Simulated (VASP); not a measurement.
**ZrSi3N3: relaxation of cell and atoms with PBE**

Crystal: ZrSi3N3.

```
Zr Si N
1.0
     4.14888    0.00000    0.00000
     0.00000    4.14888    0.00000
     0.00000    0.00000    7.35364
Zr Si N
1 3 3
Direct
  0.00000 0.00000 0.20665
  0.50000 0.00000 0.87066
  0.00000 0.50000 0.87066
  0.00000 0.00000 0.69279
  0.50000 0.00000 0.09730
  0.00000 0.50000 0.09730
  0.00000 0.00000 0.47203
```

The cell was generated, and may not be a known phase.

```json
{
  "Program": "VASP 6.6.1",
  "Task": "relaxation of cell and atoms",
  "Functional": "PBE",
  "Potentials or basis": "VASP PAW PBE potentials, release 64 (Zr_sv, Si, N)",
  "Cutoff": "600 eV",
  "k mesh": "10 × 10 × 6",
  "Occupations": "gaussian, width 0.1 eV",
  "Spin": "no spin polarisation",
  "Dipole correction": "no",
  "Further INCAR settings": "ALGO = Normal; EDIFF = 1e-07; IBRION = 2; EDIFFG = -0.01; NSW = 100; ISIF = 3"
}
```

| Property | Result |
| --- | --- |
| Relaxed volume | 17.98 Å³/atom |
| Relaxed cell | a = 4.128 Å, b = 4.128 Å, c = 7.386 Å, α = 90.00°, β = 90.00°, γ = 90.00° |
| Space group after relaxing (to 0.1 Å) | P4mm (No. 99) |
| Energy gained by relaxing | 0.5 meV/atom |
| Ionic steps | 12 |
| Pressure after relaxing | 0.0 GPa |
| Largest force after relaxing | 0.009 eV/Å |
| Band gap on the k mesh | zero (an odd number of electrons rules out a gap without spin polarisation) |

Forces on the atoms (eV/Å):
```
Zr   0.000  0.000  0.000
Si   0.000  0.000  0.004
Si   0.000  0.000  0.004
Si   0.000  0.000 -0.009
N    0.000  0.000 -0.004
N    0.000  0.000 -0.004
N    0.000  0.000  0.008
```

Step by step:
| step | energy change (eV) | largest force (eV/Å) | pressure (GPa) | volume (Å³) |
| --- | --- | --- | --- | --- |
| 1 | 0.0000 | 0.1560 | -0.23 | 126.58 |
| 2 | -0.0008 | 0.4028 | 0.20 | 126.10 |
| 3 | -0.0015 | 0.1978 | 0.02 | 126.30 |
| 4 | -0.0029 | 0.1269 | -0.06 | 126.11 |
| 5 | -0.0030 | 0.1568 | -0.10 | 126.02 |
| 6 | -0.0035 | 0.0424 | 0.04 | 125.87 |
| 7 | -0.0035 | 0.0373 | 0.05 | 125.85 |
| 8 | -0.0035 | 0.0139 | 0.00 | 125.88 |
| 9 | -0.0035 | 0.0137 | 0.00 | 125.88 |
| 10 | -0.0035 | 0.0110 | 0.00 | 125.88 |
| 11 | -0.0035 | 0.0100 | -0.01 | 125.89 |
| 12 | -0.0035 | 0.0092 | -0.02 | 125.88 |

Final structure:
```yaml
crystal:
  lattice:
    - [4.12836, 0.00000, 0.00000]
    - [0.00000, 4.12836, 0.00000]
    - [0.00000, 0.00000, 7.38595]
  atoms:
    - { symbol: Zr, position: [0.00000, 0.00000, 0.20687] }
    - { symbol: Si, position: [0.50000, 0.00000, 0.87150] }
    - { symbol: Si, position: [0.00000, 0.50000, 0.87150] }
    - { symbol: Si, position: [0.00000, 0.00000, 0.69150] }
    - { symbol: N, position: [0.50000, 0.00000, 0.09702] }
    - { symbol: N, position: [0.00000, 0.50000, 0.09702] }
    - { symbol: N, position: [0.00000, 0.00000, 0.47200] }
```

Levels at points of the mesh, in eV from the Fermi level:
```tsv
k point	band 17	band 18	band 19	band 20	band 21	band 22	band 23
(0.00, 0.00, 0.00)	-0.72	-0.72	-0.34	-0.34	-0.06	1.52	2.90
(0.50, 0.00, 0.00)	-2.32	-1.31	-0.29	0.02	1.31	1.89	2.43
(0.50, 0.50, 0.00)	-1.80	-1.37	-1.37	0.40	2.74	3.09	3.09
(0.00, 0.00, 0.50)	-1.30	-1.30	-0.41	-0.41	0.18	1.06	2.91
(0.50, 0.00, 0.50)	-1.70	-1.70	-0.76	-0.22	1.27	1.74	2.12
(0.50, 0.50, 0.50)	-1.85	-1.75	-1.75	0.40	1.53	3.31	3.31
```

Wall time 81 min on 1 thread of Intel Xeon 8259CL, with other jobs on the host, peak memory 0.5 GiB.

Caveat: an odd number of electrons without spin polarisation forces a metal; a magnetic or distorted state may lie lower.
